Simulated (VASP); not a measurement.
Input of a VASP 6.6.1 run:

File INCAR:

```
SYSTEM = Al
  PREC = Accurate
  ENCUT = 500
  EDIFF = 1E-6
  ISMEAR = 0
  SIGMA = 0.05
  LREAL = .False.
  LASPH = .True.
  NELM = 120
  ALGO = Normal
  ISIF = 2
  LWAVE = .False.
  LCHARG = .False.
  GGA = PS
  NBANDS = 8
  GGA_COMPAT = .False.
```

File KPOINTS:

```
Automatic mesh
0
Gamma
  18 18 18
  0 0 0
```

POSCAR

```
Al
1.0
    0.0000000000      2.0074813894      2.0074813894
    2.0074813894      0.0000000000      2.0074813894
    2.0074813894      2.0074813894      0.0000000000
Al
1
Direct
    0.0000000000      0.0000000000      0.0000000000
```

Potentials or basis: VASP PAW PBE potentials, release 64 (Al).

Command:

```bash
$ cat potpaw_PBE.64/Al/POTCAR > POTCAR
$ mpirun -np 1 vasp_std > vasp.out
```

Problem. Predict the pressure.

Solution. 0.0 GPa.

Caveat: the PAW data sets were made with another functional, which shifts forces and pressure a little.
